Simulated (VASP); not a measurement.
# TaN (R-3m) in VASP: notebook, part 2 of 2

VASP 6.6.1. The steps go on from the part before.

## Step 4: Single point, PBEsol

This run uses another cell than the first one, of the same volume but with other edges.

INCAR reads:

```
PREC = Accurate
ENCUT = 520
EDIFF = 1E-6
ISMEAR = 0
SIGMA = 0.15
LREAL = F
LASPH = T
NELM = 60
ALGO = Normal
ISIF = 2
LWAVE = F
LCHARG = T
GGA = PS
LELF = T
LVHAR = T
NBANDS = 15
```

KPOINTS reads:

```
Automatic mesh
0
Gamma
  26 26 26
```

POSCAR reads:

```
TaN
1.0
    0.5332973010      2.4843849875      2.4843849875
    2.4843849875      0.5332973010      2.4843849875
    2.4843849875      2.4843849875      0.5332973010
Ta N
1 1
Direct
    0.5000000000      0.5000000000      0.5000000000
    0.0000000000      0.0000000000      0.0000000000
```

Potentials or basis: VASP PAW PBE potentials, release 64 (Ta_pv, N).

On the command line:

```sh
$ cat potpaw_PBE.64/Ta_pv/POTCAR potpaw_PBE.64/N/POTCAR > POTCAR
$ mpirun -np 1 vasp_std > vasp.out
```

OUTCAR:

```text
PREC = Accurate
   ENCUT = 520
   EDIFF = 1E-6
   ISMEAR = 0
   LREAL = F
   LASPH = T
   NELM = 60
   ISIF = 2
   GGA = PS

 ion  position               nearest neighbor table
   1  0.500  0.500  0.500-   2 2.25   2 2.25   2 2.25   2 2.25   2 2.25   2 2.25
   2  0.000  0.000  0.000-   1 2.25   1 2.25   1 2.25   1 2.25   1 2.25   1 2.25

  LATTYP: Found a trigonal (rhomboedric) cell.
 ALAT       =     3.5536943514
 COS(alpha) =     0.6985651702

  Lattice vectors:

 A1 = (   0.5332973010,   2.4843849875,   2.4843849875)
 A2 = (   2.4843849875,   0.5332973010,   2.4843849875)
 A3 = (   2.4843849875,   2.4843849875,   0.5332973010)

Analysis of symmetry for initial positions (statically):
=====================================================================
 Subroutine PRICEL returns:
 Original cell was already a primitive cell.

 Routine SETGRP: Setting up the symmetry group for a
 trigonal (rhombohedral) supercell.

 Subroutine GETGRP returns: Found 12 space group operations
 (whereof 12 operations were pure point group operations)
 out of a pool of 12 trial point group operations.

The static configuration has the point symmetry D_3d.

[... 167 lines left out ...]
 k-point     1 :       0.0000    0.0000    0.0000
  band No.  band energies     occupation
      1     -26.7788      2.00000
      2     -26.0223      2.00000
      3     -26.0223      2.00000
      4      -9.1373      2.00000
      5       3.4546      2.00000
      6       4.6115      2.00000
      7       7.4355      2.00000
      8       7.4355      2.00000
      9       7.7986      1.95407
     10       7.7986      1.95407
     11      11.2159      0.00000
     12      11.2159      0.00000
     13      13.2620      0.00000
     14      19.7457      0.00000
[... 401 lines left out ...]
      2     -26.6029      2.00000
      3     -26.3464      2.00000
      4      -6.3968      2.00000
      5       0.6299      2.00000
      6       0.8999      2.00000
      7       4.2877      2.00000
      8       6.5929      2.00000
      9      10.3971      0.00000
     10      13.0455      0.00000
     11      15.2358      0.00000
     12      15.8137      0.00000
     13      16.5178      0.00000
     14      20.4305      0.00000
     15      21.6105      0.00000

 [... further k-points ...]
[... 5 lines left out ...]
  --------------------------------------------------------------------------------------
  -------------------------------------------------------------------------------------
  Total        0.6390050      0.6390050      0.6390050     -3.5556890     -3.5556890     -3.5556890
  in kB       48.8804712     48.8804712     48.8804712   -271.9912171   -271.9912171   -271.9912171
  external PRESSURE =      48.8804712 kB  Pullay stress =       0.0000000 kB

 VOLUME and BASIS-vectors are now :
 -----------------------------------------------------------------------------
  energy-cutoff  :      520.00
  volume of cell :       20.94
      direct lattice vectors                 reciprocal lattice vectors
     0.533297301  2.484384987  2.484384987    -0.281106462  0.231428165  0.231428165
     2.484384987  0.533297301  2.484384987     0.231428165 -0.281106462  0.231428165
     2.484384987  2.484384987  0.533297301     0.231428165  0.231428165 -0.281106462

 POSITION                                       TOTAL-FORCE (eV/Angst)
 -----------------------------------------------------------------------------------
      2.75103      2.75103      2.75103        -0.000000      0.000000      0.000000
      0.00000      0.00000      0.00000         0.000000     -0.000000     -0.000000
 -----------------------------------------------------------------------------------
    total drift:                                0.000000      0.000000      0.000000

  FREE ENERGIE OF THE ION-ELECTRON SYSTEM (eV)
  ---------------------------------------------------
  free  energy   TOTEN  =       -22.4072091955 eV

  energy  without entropy=      -22.3946740299  energy(sigma->0) =      -22.40094161
```

OSZICAR:

```text
N       E                     dE             d eps       ncg     rms          rms(c)
DAV:   1     0.892765144972E+02    0.89277E+02   -0.88206E+03 49718   0.113E+03
DAV:   2    -0.224423612386E+02   -0.11172E+03   -0.10460E+03 61027   0.302E+02
DAV:   3    -0.251141913381E+02   -0.26718E+01   -0.26540E+01 56091   0.440E+01
DAV:   4    -0.251247823984E+02   -0.10591E-01   -0.10587E-01 64291   0.293E+00
DAV:   5    -0.251248494955E+02   -0.67097E-04   -0.67094E-04 57036   0.211E-01    0.238E+01
DAV:   6    -0.225563469072E+02    0.25685E+01   -0.45198E+00 68985   0.253E+01    0.100E+01
DAV:   7    -0.224541603902E+02    0.10219E+00   -0.10092E+00 55188   0.752E+00    0.725E+00
DAV:   8    -0.224093596562E+02    0.44801E-01   -0.14146E-01 61579   0.354E+00    0.932E-01
DAV:   9    -0.224073791912E+02    0.19805E-02   -0.47970E-03 56763   0.650E-01    0.194E-01
DAV:  10    -0.224072222453E+02    0.15695E-03   -0.50937E-04 61579   0.257E-01    0.523E-02
DAV:  11    -0.224072092689E+02    0.12976E-04   -0.25987E-05 57190   0.598E-02    0.131E-02
DAV:  12    -0.224072091955E+02    0.73457E-07   -0.19908E-06 52143   0.141E-02
   1 F= -.22407209E+02 E0= -.22400942E+02  d E =-.125352E-01
```

stdout:

```text
POSCAR found type information on POSCAR TaN
 POSCAR found :  2 types and       2 ions
 scaLAPACK will be used
 -----------------------------------------------------------------------------
|                                                                             |
|                                                                             |
|     You enforced a specific xc type in the INCAR file but a different       |
|     I HOPE YOU KNOW WHAT YOU ARE DOING!                                     |
|                                                                             |
 -----------------------------------------------------------------------------

 LDA part: xc-table for (Slater+PW92), standard interpolation
 POSCAR, INCAR and KPOINTS ok, starting setup
 FFT: planning ... GRIDC
 FFT: planning ... GRID_SOFT
 FFT: planning ... GRID
 WAVECAR not read
 entering main loop
```

Wall time 18 min (1 thread of Intel Xeon 8259CL, shared host); peak memory 0.62 GiB.

Results:

| Quantity | Value |
| --- | --- |
| Free energy | -22.4072 eV |
| Pressure | 4.9 GPa |
| Band gap on the k mesh | zero (bands 8 and 9 overlap by 1.28 eV) |

Stress tensor (GPa, compression positive):
```
  4.89 -27.20 -27.20
-27.20   4.89 -27.20
-27.20 -27.20   4.89
```

Levels at points of the mesh, in eV from the Fermi level:
| k point | band 4 | band 5 | band 6 | band 7 | band 8 | band 9 | band 10 | band 11 | band 12 | band 13 |
| --- | --- | --- | --- | --- | --- | --- | --- | --- | --- | --- |
| (0.00, 0.00, 0.00) | -17.15 | -4.56 | -3.40 | -0.57 | -0.57 | -0.21 | -0.21 | 3.21 | 3.21 | 5.25 |
| (0.50, 0.00, 0.00) | -13.62 | -8.54 | -7.65 | -4.01 | -1.55 | 5.66 | 6.43 | 7.09 | 8.19 | 8.75 |
| (0.50, 0.50, 0.00) | -15.31 | -5.30 | -4.80 | -3.30 | -1.59 | 2.45 | 2.90 | 4.35 | 6.86 | 9.57 |
| (0.50, 0.50, 0.50) | -14.84 | -9.29 | -3.28 | -3.28 | -0.05 | 2.07 | 2.07 | 6.84 | 6.84 | 8.12 |

Caveat: the cell stands under pressure; the PAW data sets were made with another functional, which shifts forces and pressure a little; spin-orbit coupling is left out, which moves the levels of the heavy elements.

## Step 5: The runs side by side

```csv
cell,gap on the mesh (eV),pressure (GPa)
"a = 4.254 Å, angles 33.6°, 2 atoms",none,46.4
"a = 2.838 Å, angles 75.3°, 2 atoms",none,-0.1
"a = 3.554 Å, angles 45.7°, 2 atoms",none,4.9
```

Alike in all rows: task single point; level PBEsol; potentials or basis VASP PAW PBE potentials, release 64 (Ta_pv, N); no spin polarisation; k mesh 26 × 26 × 26; cutoff (eV) 520; smearing gaussian 0.15 eV.

Caveats: the PAW data sets were made with another functional, which shifts forces and pressure a little; spin-orbit coupling is left out, which moves the levels of the heavy elements; the cell stands under pressure (at least some runs).

Total energies depend on the potentials used, so only differences within one code and one set of settings carry meaning.
